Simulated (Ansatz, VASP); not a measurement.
## Two plane-wave programs on Ti3O

```
Ti O
1.0
     5.44541    0.00000    0.00000
    -2.72270    4.71586    0.00000
     0.00000    0.00000    4.84582
Ti O
6 2
Direct
  0.00000 0.67081 0.75000
  0.00000 0.32919 0.25000
  0.67081 0.00000 0.75000
  0.67081 0.67081 0.25000
  0.32919 0.32919 0.75000
  0.32919 0.00000 0.25000
  0.00000 0.00000 0.50000
  0.00000 0.00000 0.00000
```

Change from the starting cell: strain +0.0750 x Voigt [1, 1, 0, 0, 0, 0], atoms carried along.

Alike in both runs: task single point; functional PBEsol; k mesh 12 × 12 × 8; occupations gaussian, width 0.15 eV; no spin polarisation.

|  | VASP | Ansatz |
| --- | --- | --- |
| version | VASP 6.6.1 | Ansatz 0.2.0 |
| potentials or method | VASP PAW PBE potentials, release 64 (Ti_sv, O), cutoff 520 eV | scalar-relativistic, plane waves, PAW |
| valence electrons in the cell | 84 | 84 |

VASP gave:

| Property | Result |
| --- | --- |
| gap on the k mesh at the Fermi level (eV) | none |
| pressure (GPa) | -17.6 |
| traceless stress, the component that is largest in VASP (GPa) | 6.83 |
| rms of the force components (eV/Å) | 0.512 |

Q: What did Ansatz give for the same quantities?

A: gap on the k mesh at the Fermi level (eV): none; pressure (GPa): -17.8; traceless stress, the component that is largest in VASP (GPa): 6.82; rms of the force components (eV/Å): 0.529.

VASP's potentials were made for PBE, not for PBEsol. Atom by atom the forces differ by 0.017 eV/Å (rms over components). A gap of «none» marks a metal or a gap that the smearing closes. With one functional, cell and mesh, what is left measures potentials, basis and numerics.
